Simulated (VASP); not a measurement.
Wanted: the native input for a VASP 6.6.1 run.

| Item | Value |
| --- | --- |
| Task | single point |
| Functional | LDA |
| Potentials or basis | VASP PAW LDA potentials, release 64 (Pb_d, Te) |
| Cutoff | 520 eV |
| k mesh | 12 × 12 × 12 |
| Occupations | fermi-dirac, width 0.08 eV |
| Spin | no spin polarisation |
| Dipole correction | no |
| Further INCAR settings | ALGO = Normal; EDIFF = 1e-07; NBANDS = 17 |

The structure of TePb (rocksalt type) lies in POSCAR:

```
TePb
1.0
    0.0000000000      2.8595489858      2.8595489858
    2.8595489858      0.0000000000      2.8595489858
    2.8595489858      2.8595489858      0.0000000000
Pb Te
1 1
Direct
    0.0000000000      0.0000000000      0.0000000000
    0.5000000000      0.5000000000      0.5000000000
```

This cell differs from its parent crystal: volume scaled by 0.72.

These files were run (other wordings do the same):

INCAR

```
PREC     = Accurate       # precision mode
ENCUT    = 520            # plane-wave cutoff, eV
EDIFF    = 1E-7           # SCF threshold, eV
ISMEAR   = -1             # smearing method
SIGMA    = 0.08           # smearing width, eV
LREAL    = False          # projectors in reciprocal space
LASPH    = True           # aspherical terms in the spheres
NELM     = 100            # most SCF steps
ALGO     = Normal         # electronic algorithm
ISIF     = 2              # what is computed and relaxed
LWAVE    = False          # write WAVECAR
LCHARG   = True           # write CHGCAR
LELF     = True           # ELF
LVHAR    = True         
NBANDS   = 17             # bands
```

KPOINTS

```
regular mesh
0
Gamma
  12 12 12
```

Potentials or basis: VASP PAW LDA potentials, release 64 (Pb_d, Te).

The run is started by

```sh
$ cat potpaw_LDA.64/Pb_d/POTCAR potpaw_LDA.64/Te/POTCAR > POTCAR
$ mpirun -np 1 vasp_std > vasp.out
```

Results of the run:

```json
{"Pressure": "33.7 GPa", "Band gap on the k mesh": "0.07 eV, indirect (least direct gap 0.25 eV)"}
```

Caveat: spin-orbit coupling is left out, which moves the levels of the heavy elements.

Run time: 27 s on 1 thread of AMD EPYC 9R45 96-Core Processor (Zen 5), on a shared host, peak memory 0.16 GiB.
